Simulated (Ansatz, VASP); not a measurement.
**Hf in VASP and in Ansatz**

```xyz
4
Lattice="-1.5595 2.7011 0.0000 0.0000 0.0000 4.9421 4.6785 2.7011 0.0000" Properties=species:S:1:pos:R:3 pbc="T T T"
Hf    0.0000    1.8007    1.2355
Hf    3.1190    1.8007    1.2355
Hf    1.5595    0.9004    3.7065
Hf    3.1190    3.6015    3.7065
```

Alike in both runs: task single point; functional LDA; k mesh 12 × 8 × 7; occupations fermi-dirac, width 0.05 eV; no spin polarisation.

```csv
,VASP,Ansatz
version,VASP 6.6.1,Ansatz 0.2.0
potentials or method,"VASP PAW LDA potentials, release 64 (Hf_pv), cutoff 520 eV","all-electron LAPW, scalar-relativistic"
```

Ansatz gave:

```
pressure (GPa)                                                : 0.1
traceless stress, the component that is largest in VASP (GPa) : -0.06
```

**Question.** Estimate VASP's values.

**Answer.** Pressure (GPa): 0.1; traceless stress, the component that is largest in VASP (GPa): -0.04.

LDA's correlation is that of Perdew and Zunger in VASP and of Perdew and Wang (1992) in Ansatz. Ansatz ran all-electron here, and VASP with PAW potentials.

Spin-orbit coupling is off throughout.
